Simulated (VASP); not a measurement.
Set up this calculation in VASP 6.6.1, as the native input.

```yaml
Task: single point
Functional: PBEsol
Potentials_or_basis: VASP PAW PBE potentials, release 64 (Sn_d)
Cutoff: 520 eV
k_mesh: 8 × 8 × 8
Occupations: gaussian, width 0.05 eV
Spin: non-collinear spin, zero start, spin-orbit coupling
Starting_moments: "[[0.0, 0.0, 0.0]] μB"
Dipole_correction: no
Further_INCAR_settings: ALGO = Normal; EDIFF = 1e-06; NBANDS = 25
```

The structure of Sn lies in POSCAR:

```
Sn
1.0
   -1.8946518192      1.8946518192      1.8946518192
    1.8946518192     -1.8946518192      1.8946518192
    1.8946518192      1.8946518192     -1.8946518192
Sn
1
Direct
    0.0000000000      0.0000000000      0.0000000000
```

These files were run (other wordings do the same):

INCAR

```
SYSTEM = Sn
PREC = Accurate
ENCUT = 520
EDIFF = 1E-6
ISMEAR = 0
SIGMA = 0.05
LREAL = .False.
LASPH = .True.
NELM = 150
ALGO = Normal
ISIF = 2
LWAVE = .False.
LCHARG = .False.
MAGMOM = 0 0 0
LORBIT = 11
LSORBIT = .True.
GGA_COMPAT = .False.
LORBMOM = .True.
GGA = PS
NBANDS = 25
```

KPOINTS

```
regular mesh
0
Gamma
  8 8 8
  0 0 0
```

Potentials or basis: VASP PAW PBE potentials, release 64 (Sn_d).

Launch:

```console
$ cat potpaw_PBE.64/Sn_d/POTCAR > POTCAR
$ mpirun -np 1 vasp_ncl > vasp.out
```

It gave:

- Pressure: -1.6 GPa
- Net moment: 0.00 μB per cell
- Valence electrons inside the program's atomic spheres: Sn 12.15

Caveat: the PAW data sets were made with another functional, which shifts forces and pressure a little.

It took 50 s on 1 thread of Intel Xeon 6975P-C, with other jobs on the host, peak memory 0.2 GiB.
